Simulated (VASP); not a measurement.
# Tl2Cu2GeTe (R-3m) in VASP: single point with PBE

Aim: the single point of Tl2Cu2GeTe with PBE.

Program: VASP 6.6.1. These are calculated values, not measurements. Logs are shortened: lines on timing, memory, paths and dates and some standing lists are left out, and cuts for length are marked.

## (1) The cell of the first run

Symmetry: R-3m, No. 166, trigonal system. Conventional cell: a = 5.475 Å, b = 5.475 Å, c = 16.696 Å, α = 90.00°, β = 90.00°, γ = 120.00°. Within 3.4 Å of Tl (site symmetry 3m) lie 1 Cu at 2.59 Å and 3 Te at 3.19 Å and 1 Ge at 3.21 Å and 3 Tl at 3.27 Å. Within 3.4 Å of Cu (site symmetry 3m) lie 1 Te at 2.55 Å and 1 Tl at 2.59 Å and 3 Ge at 3.17 Å and 3 Cu at 3.19 Å. Within 4.2 Å of Ge (site symmetry -3m) lie 6 Cu at 3.17 Å and 8 Tl at 3.21 to 3.94 Å. Within 3.4 Å of Te (site symmetry -3m) lie 2 Cu at 2.55 Å and 6 Tl at 3.19 Å.

## (2) Single point, PBE

Contents of INCAR:

```
PREC = Accurate
ENCUT = 520
EDIFF = 1E-7
ISMEAR = 0
SIGMA = 0.2
LREAL = False
LASPH = True
NELM = 100
ALGO = Normal
ISIF = 2
LWAVE = False
LCHARG = False
GGA = PE
NBANDS = 43
```

Contents of KPOINTS:

```
regular mesh
0
Gamma
  4 4 4
```

Contents of POSCAR:

```
Tl2Cu2GeTe
1.0
    2.7372869863      1.5803733784      5.5653344752
   -2.7372869863      1.5803733784      5.5653344752
    0.0000000000     -3.1607467568      5.5653344752
Tl Cu Ge Te
2 2 1 1
Direct
    0.1921386136      0.1921386136      0.1921386136
    0.8078613864      0.8078613864      0.8078613864
    0.6527613476      0.6527613476      0.6527613476
    0.3472386524      0.3472386524      0.3472386524
    0.0000000000      0.0000000000      0.0000000000
    0.5000000000      0.5000000000      0.5000000000
```

Potentials or basis: VASP PAW PBE potentials, release 64 (Tl_d, Cu, Ge_d, Te).

Started as:

```
> cat potpaw_PBE.64/Tl_d/POTCAR potpaw_PBE.64/Cu/POTCAR potpaw_PBE.64/Ge_d/POTCAR potpaw_PBE.64/Te/POTCAR > POTCAR
> mpirun -np 1 vasp_std > vasp.out
```

OUTCAR:

```text
PREC = Accurate
   ENCUT = 520
   EDIFF = 1E-7
   ISMEAR = 0
   LREAL = False
   LASPH = True
   NELM = 100
   ISIF = 2
   GGA = PE

 ion  position               nearest neighbor table
   1  0.192  0.192  0.192-   4 2.59   6 3.19   6 3.19   6 3.19   5 3.21   2 3.27   2 3.27   2 3.27

   2  0.808  0.808  0.808-   3 2.59   6 3.19   6 3.19   6 3.19   5 3.21   1 3.27   1 3.27   1 3.27

   3  0.653  0.653  0.653-   6 2.55   2 2.59
   4  0.347  0.347  0.347-   6 2.55   1 2.59
   5  0.000  0.000  0.000-   1 3.21   2 3.21
   6  0.500  0.500  0.500-   3 2.55   4 2.55   1 3.19   1 3.19   2 3.19   2 3.19   1 3.19   2 3.19

  LATTYP: Found a trigonal (rhomboedric) cell.
 ALAT       =     6.4002552981
 COS(alpha) =     0.6341727390

  Lattice vectors:

 A1 = (   2.7372869863,   1.5803733784,   5.5653344752)
 A2 = (  -2.7372869863,   1.5803733784,   5.5653344752)
 A3 = (   0.0000000000,  -3.1607467568,   5.5653344752)

Analysis of symmetry for initial positions (statically):
=====================================================================
 Subroutine PRICEL returns:
 Original cell was already a primitive cell.

 Routine SETGRP: Setting up the symmetry group for a
 trigonal (rhombohedral) supercell.

 Subroutine GETGRP returns: Found 12 space group operations
 (whereof 12 operations were pure point group operations)
 out of a pool of 12 trial point group operations.

The static configuration has the point symmetry D_3d.

Analysis of symmetry for dynamics (positions and initial velocities):
=====================================================================
 Subroutine PRICEL returns:
 Original cell was already a primitive cell.

 Routine SETGRP: Setting up the symmetry group for a
 trigonal (rhombohedral) supercell.

 Subroutine GETGRP returns: Found 12 space group operations
 (whereof 12 operations were pure point group operations)
 out of a pool of 12 trial point group operations.

The dynamic configuration has the point symmetry D_3d.

 Subroutine INISYM returns: Found 12 space group operations
 (whereof 12 operations are pure point group operations),
 and found     1 'primitive' translations

----------------------------------------------------------------------------------------

                                     Primitive cell

  volume of cell :     144.4517

  direct lattice vectors                    reciprocal lattice vectors
     2.737286986  1.580373378  5.565334475     0.182662615  0.105460310  0.059894573
    -2.737286986  1.580373378  5.565334475    -0.182662615  0.105460310  0.059894573
     0.000000000 -3.160746757  5.565334475     0.000000000 -0.210920620  0.059894573

  length of vectors
     6.400255298  6.400255298  6.400255298     0.219259818  0.219259818  0.219259818

  position of ions in fractional coordinates (direct lattice)
     0.192138614  0.192138614  0.192138614
     0.807861386  0.807861386  0.807861386
     0.652761348  0.652761348  0.652761348
     0.347238652  0.347238652  0.347238652
     0.000000000  0.000000000  0.000000000
     0.500000000  0.500000000  0.500000000

  ion indices of the primitive-cell ions
   primitive index   ion index
                 1           1
                 2           2
                 3           3
                 4           4
                 5           5
                 6           6

----------------------------------------------------------------------------------------

 KPOINTS: regular mesh

Automatic generation of k-mesh.
 Grid dimensions read from file:
 generate k-points for:    4    4    4

 Generating k-lattice:

  Cartesian coordinates                     Fractional coordinates (reciprocal lattice)
     0.045665654  0.026365078  0.014973643     0.250000000  0.000000000  0.000000000
    -0.045665654  0.026365078  0.014973643     0.000000000  0.250000000  0.000000000
     0.000000000 -0.052730155  0.014973643     0.000000000  0.000000000  0.250000000

  Length of vectors
     0.054814955  0.054814955  0.054814955

  Shift w.r.t. Gamma in fractional coordinates (k-lattice)
     0.000000000  0.000000000  0.000000000

 Subroutine IBZKPT returns following result:
 ===========================================

 Found     13 irreducible k-points:

 Following reciprocal coordinates:
            Coordinates               Weight
  0.000000  0.000000  0.000000      1.000000
  0.250000  0.000000 -0.000000      6.000000
  0.500000  0.000000 -0.000000      3.000000
  0.250000  0.250000 -0.000000      6.000000
  0.500000  0.250000  0.000000     12.000000
 -0.250000  0.250000  0.000000      6.000000
  0.500000  0.500000 -0.000000      3.000000
  0.250000  0.250000  0.250000      2.000000
  0.500000  0.250000  0.250000      6.000000
 -0.250000  0.250000  0.250000      6.000000
  0.500000  0.500000  0.250000      6.000000
 -0.250000  0.500000  0.250000      6.000000
  0.500000  0.500000  0.500000      1.000000
   k-points           NKPTS =     13   k-points in BZ     NKDIM =     13   number of bands    NBANDS=     43
   number of dos      NEDOS =    301   number of ions     NIONS =      6
   total plane-waves  NPLWV = 110592
   dimension x,y,z NGX =    48 NGY =   48 NGZ =   48
   dimension x,y,z NGXF=    96 NGYF=   96 NGZF=   96
   ions per type =               2   2   1   1
   NGX,Y,Z   is equivalent  to a cutoff of  12.47, 12.47, 12.47 a.u.
   NGXF,Y,Z  is equivalent  to a cutoff of  24.94, 24.94, 24.94 a.u.
 SYSTEM =  unknown system
   PREC   = accura    normal or accurate (medium, high low for compatibility)
   ISTART =      0    job   : 0-new  1-cont  2-samecut
   ICHARG =      2    charge: 1-file 2-atom 10-const
   ISPIN  =      1    spin polarized calculation?
   LNONCOLLINEAR =      F non collinear calculations
   LSORBIT =      F    spin-orbit coupling
   LASPH  =      T    aspherical Exc in radial PAW
   ENCUT  =  520.0 eV  38.22 Ry    6.18 a.u.  11.90 11.90 11.90*2*pi/ulx,y,z
   NELM   =    100;   NELMIN=  2; NELMDL= -5     # of ELM steps
   EDIFF  = 0.1E-06   stopping-criterion for ELM
   LREAL  =      F    real-space projection
   EDIFFG = 0.1E-05   stopping-criterion for IOM
   NSW    =      0    number of steps for IOM
   IBRION =     -1    ionic relax: 0-MD 1-quasi-New 2-CG
   NFREE  =      0    steps in history (QN), initial steepest desc. (CG)
   ISIF   =      2    stress and relaxation
   ISYM   =      2    0-nonsym 1-usesym 2-fastsym
   POTIM  = 0.5000    time-step for ionic-motion
   TEBEG  =    0.0;   TEEND  =   0.0 temperature during run
   PSTRESS=    0.0 pullay stress
   NELECT =      68.0000    total number of electrons
   NUPDOWN=      -1.0000    fix difference up-down
   EMIN   =  10.00;   EMAX   =-10.00  energy-range for DOS
   EFERMI =   0.00;   METHOD = LEGACY
   ISMEAR =     0;   SIGMA  =   0.20  broadening in eV -4-tet -1-fermi 0-gaus
   EFERMI_NEDOS =   21; number of points for ismear=-14 and -15
   IALGO  =     38    algorithm
   IMIX   =      4    mixing-type and parameters
     AMIX     =   0.40;   BMIX     =  1.00
     AMIX_MAG =   1.60;   BMIX_MAG =  1.00
  volume/ion in A,a.u.               =      24.08       162.47
  Fermi-wavevector in a.u.,A,eV,Ry     =   1.273514  2.406592 22.066433  1.621837
  Thomas-Fermi vector in A             =   2.406333
   LORBIT       =      0    0 simple, 1 ext, 2 COOP (PROOUT), +10 PAW based schemes
   GGA     = PE    functional components
   LHFCALC =     F    Hartree Fock is set to
   AEXX    =    0.0000 exact exchange contribution
   IVDW    =     0    specifies the selected vdW correction
   LEPSILON=     F    determine dielectric tensor
   LRPA    =     F    only Hartree local field effects (RPA)
 non-spin polarized calculation
 Gauss-broadening in eV      SIGMA  =   0.20
  energy-cutoff  :      520.00
  volume of cell :      144.45
 maximum number of plane-waves:      3914
   NGX = 23   NGY = 23   NGZ = 23

 number of electron      68.0000014 magnetization

 Free energy of the ion-electron system (eV)
  ---------------------------------------------------
  ext. energy  EPLUGINS =         0.00000000
  ---------------------------------------------------
  free energy    TOTEN  =       -17.31582241 eV

  energy without entropy =      -17.25683131  energy(sigma->0) =      -17.28632686

 E-fermi :   5.6986     XC(G=0): -10.1930

 val. band max:        5.6736537552   @ k =  -0.2500   0.5000   0.2500
 cond. band min:       5.7184944832   @ k =   0.5000   0.2500   0.2500
 fundamental gap:      0.0448407280
 Fermi energy:         5.6985725677

 k-point     1 :       0.0000    0.0000    0.0000
  band No.  band energies     occupation
      1     -19.0682      2.00000
      2     -19.0574      2.00000
      3     -19.0574      2.00000
      4     -19.0314      2.00000
      5     -19.0314      2.00000
      6      -6.6602      2.00000
[... 35 lines left out ...]
     42      11.3918      0.00000
     43      13.4554      0.00000

 k-point     2 :       0.2500    0.0000   -0.0000
  band No.  band energies     occupation
      1     -19.0682      2.00000
      2     -19.0574      2.00000
      3     -19.0574      2.00000
      4     -19.0314      2.00000
      5     -19.0313      2.00000
      6      -6.5332      2.00000
[... 35 lines left out ...]
     42      11.4271      0.00000
     43      12.0084      0.00000

 k-point     3 :       0.5000    0.0000   -0.0000
  band No.  band energies     occupation
      1     -19.0682      2.00000
      2     -19.0574      2.00000
      3     -19.0574      2.00000
      4     -19.0314      2.00000
      5     -19.0313      2.00000
      6      -6.4694      2.00000
[... 35 lines left out ...]
     42      11.5582      0.00000
     43      12.4731      0.00000

 k-point     4 :       0.2500    0.2500   -0.0000
  band No.  band energies     occupation
      1     -19.0682      2.00000
      2     -19.0574      2.00000
      3     -19.0574      2.00000
      4     -19.0314      2.00000
      5     -19.0313      2.00000
      6      -6.5315      2.00000
[... 35 lines left out ...]
     42      11.5749      0.00000
     43      11.5886      0.00000

 k-point     5 :       0.5000    0.2500    0.0000
  band No.  band energies     occupation
      1     -19.0682      2.00000
      2     -19.0574      2.00000
      3     -19.0574      2.00000
      4     -19.0314      2.00000
      5     -19.0313      2.00000
      6      -6.5008      2.00000
[... 35 lines left out ...]
     42      11.2171      0.00000
     43      11.5738      0.00000

 k-point     6 :      -0.2500    0.2500    0.0000
  band No.  band energies     occupation
      1     -19.0682      2.00000
      2     -19.0574      2.00000
      3     -19.0574      2.00000
      4     -19.0314      2.00000
      5     -19.0313      2.00000
      6      -6.5009      2.00000
[... 35 lines left out ...]
     42      11.7107      0.00000
     43      11.7217      0.00000

 k-point     7 :       0.5000    0.5000   -0.0000
  band No.  band energies     occupation
      1     -19.0682      2.00000
      2     -19.0574      2.00000
      3     -19.0574      2.00000
      4     -19.0314      2.00000
      5     -19.0313      2.00000
      6      -6.4687      2.00000
[... 35 lines left out ...]
     42      10.8279      0.00000
     43      11.3253      0.00000

 k-point     8 :       0.2500    0.2500    0.2500
  band No.  band energies     occupation
      1     -19.0682      2.00000
      2     -19.0574      2.00000
      3     -19.0574      2.00000
      4     -19.0314      2.00000
      5     -19.0314      2.00000
      6      -6.6481      2.00000
[... 35 lines left out ...]
     42      11.7809      0.00000
     43      12.2135      0.00000

 k-point     9 :       0.5000    0.2500    0.2500
  band No.  band energies     occupation
      1     -19.0682      2.00000
      2     -19.0574      2.00000
      3     -19.0574      2.00000
      4     -19.0314      2.00000
      5     -19.0313      2.00000
      6      -6.5306      2.00000
[... 35 lines left out ...]
     42      11.1353      0.00000
     43      11.2975      0.00000

 k-point    10 :      -0.2500    0.2500    0.2500
  band No.  band energies     occupation
      1     -19.0682      2.00000
      2     -19.0574      2.00000
      3     -19.0574      2.00000
      4     -19.0314      2.00000
      5     -19.0313      2.00000
      6      -6.4692      2.00000
[... 35 lines left out ...]
     42      11.0140      0.00000
     43      11.5083      0.00000

 k-point    11 :       0.5000    0.5000    0.2500
  band No.  band energies     occupation
      1     -19.0682      2.00000
      2     -19.0574      2.00000
      3     -19.0574      2.00000
      4     -19.0314      2.00000
      5     -19.0313      2.00000
      6      -6.5301      2.00000
[... 35 lines left out ...]
     42      10.6318      0.00000
     43      11.2570      0.00000

 k-point    12 :      -0.2500    0.5000    0.2500
  band No.  band energies     occupation
      1     -19.0682      2.00000
      2     -19.0574      2.00000
      3     -19.0574      2.00000
      4     -19.0314      2.00000
      5     -19.0313      2.00000
      6      -6.5013      2.00000
[... 35 lines left out ...]
     42      10.8916      0.00000
     43      11.0309      0.00000

 k-point    13 :       0.5000    0.5000    0.5000
  band No.  band energies     occupation
      1     -19.0682      2.00000
      2     -19.0574      2.00000
      3     -19.0574      2.00000
      4     -19.0314      2.00000
      5     -19.0314      2.00000
      6      -6.6397      2.00000
[... 35 lines left out ...]
     42       9.6067      0.00000
     43       9.7654      0.00000

------------------------ aborting loop because EDIFF is reached ----------------------------------------

  FORCE on cell =-STRESS in cart. coord.  units (eV):
  Direction    XX          YY          ZZ          XY          YZ          ZX
  --------------------------------------------------------------------------------------
  -------------------------------------------------------------------------------------
  Total       -0.0706918     -0.0706918      0.0234265      0.0000000     -0.0000000      0.0000000
  in kB       -0.7840745     -0.7840745      0.2598336      0.0000000     -0.0000000      0.0000000
  external PRESSURE =      -0.4361051 kB  Pullay stress =       0.0000000 kB

 VOLUME and BASIS-vectors are now :
 -----------------------------------------------------------------------------
  energy-cutoff  :      520.00
  volume of cell :      144.45
      direct lattice vectors                 reciprocal lattice vectors
     2.737286986  1.580373378  5.565334475     0.182662615  0.105460310  0.059894573
    -2.737286986  1.580373378  5.565334475    -0.182662615  0.105460310  0.059894573
     0.000000000 -3.160746757  5.565334475     0.000000000 -0.210920620  0.059894573

 POSITION                                       TOTAL-FORCE (eV/Angst)
 -----------------------------------------------------------------------------------
      0.00000      0.00000      3.20795         0.000000     -0.000000      0.030256
      0.00000      0.00000     13.48806         0.000000      0.000000     -0.030256
      0.00000      0.00000     10.89851         0.000000     -0.000000     -0.019482
      0.00000      0.00000      5.79750         0.000000      0.000000      0.019482
      0.00000      0.00000      0.00000         0.000000      0.000000     -0.000000
      0.00000      0.00000      8.34800        -0.000000      0.000000     -0.000000
 -----------------------------------------------------------------------------------
    total drift:                                0.000000     -0.000000      0.000000

  FREE ENERGIE OF THE ION-ELECTRON SYSTEM (eV)
  ---------------------------------------------------
  free  energy   TOTEN  =       -17.3158224068 eV

  energy  without entropy=      -17.2568313111  energy(sigma->0) =      -17.28632686
```

Wall time 2.3 min (1 thread of AMD EPYC 9R45 (Zen 5), shared host); peak memory 0.33 GiB.

Results:

| Property | Result |
| --- | --- |
| Free energy | -17.3158 eV |
| Pressure | 0.0 GPa |
| Largest force | 0.030 eV/Å |
| Band gap on the k mesh | zero (band 34 reaches 5.87 eV, above the bottom of band 35 at 5.37 eV) |

Forces on the atoms (eV/Å):
```
Tl   0.000  0.000  0.030
Tl   0.000  0.000 -0.030
Cu   0.000  0.000 -0.019
Cu   0.000  0.000  0.019
Ge   0.000  0.000  0.000
Te   0.000  0.000  0.000
```

Stress tensor (GPa, compression positive):
```
-0.08  0.00  0.00
 0.00 -0.08  0.00
 0.00  0.00  0.03
```

Levels at points of the mesh, in eV from the Fermi level:
| k point | band 32 | band 33 | band 34 | band 35 | band 36 | band 37 |
| --- | --- | --- | --- | --- | --- | --- |
| (0.00, 0.00, 0.00) | -1.61 | -1.57 | -0.17 | -0.08 | -0.08 | 0.62 |
| (0.50, 0.00, 0.00) | -1.80 | -0.96 | -0.43 | 0.17 | 0.95 | 2.72 |
| (0.50, 0.50, 0.00) | -0.64 | 0.08 | 0.09 | 0.29 | 1.26 | 2.47 |
| (0.50, 0.50, 0.50) | -1.80 | -0.39 | -0.39 | 0.52 | 1.61 | 1.61 |

Caveat: spin-orbit coupling is left out, which moves the levels of the heavy elements.
